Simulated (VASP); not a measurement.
Wanted: the native input for a VASP 6.6.1 run.

| Item | Value |
| --- | --- |
| Task | relaxation of cell and atoms |
| Functional | PBE |
| Dispersion | D4 |
| Potentials or basis | VASP PAW PBE potentials, release 64 (Hg, Se) |
| Cutoff | 500 eV |
| k mesh | 8 × 8 × 8 |
| Occupations | fermi-dirac, width 0.05 eV |
| Spin | no spin polarisation |
| Dipole correction | no |
| Further INCAR settings | ALGO = Normal; EDIFF = 1e-07; IBRION = 2; EDIFFG = -0.005; NSW = 80; ISIF = 3 |

The structure of HgSe lies in POSCAR:

```
HgSe
1.0
    0.0000000000      3.0390000000      3.0390000000
    3.0390000000      0.0000000000      3.0390000000
    3.0390000000      3.0390000000      0.0000000000
Hg Se
1 1
Direct
    0.0000000000      0.0000000000      0.0000000000
    0.7500000000      0.7500000000      0.7500000000
```

The input as run:

INCAR

```
PREC = Accurate
ENCUT = 500
EDIFF = 1E-7
ISMEAR = -1
SIGMA = 0.05
LREAL = False
LASPH = True
NELM = 120
ALGO = Normal
ISIF = 3
LWAVE = False
LCHARG = False
GGA = PE
IVDW = 13
IBRION = 2
NSW = 80
EDIFFG = -0.005
GGA_COMPAT = False
NELMIN = 4
```

KPOINTS

```
Automatic mesh
0
Gamma
  8 8 8
```

Potentials or basis: VASP PAW PBE potentials, release 64 (Hg, Se).

The run is started by

```console
$ cat potpaw_PBE.64/Hg/POTCAR potpaw_PBE.64/Se/POTCAR > POTCAR
$ mpirun -np 1 vasp_std > vasp.out
```

It gave:

- Relaxed volume: 29.55 Å³/atom
- Relaxed cell: a = 4.372 Å, b = 4.372 Å, c = 4.372 Å, α = 60.00°, β = 60.00°, γ = 60.00°
- Space group after relaxing (to 0.05 Å): F-43m (No. 216)
- Energy gained by relaxing: 12.5 meV/atom
- Ionic steps: 3
- Pressure after relaxing: 0.0 GPa
- Band gap on the k mesh: zero (filled and empty bands touch)
- Dispersion energy per atom: -0.329 eV

Caveat: spin-orbit coupling is left out, which moves the levels of the heavy elements; pairwise dispersion overbinds metals, which lowers pressure and volume.

It took 77 s on 1 thread of Intel(R) Xeon(R) Platinum 8375C CPU @ 2.90GHz (Ice Lake) (shared host), peak memory 0.2 GiB.
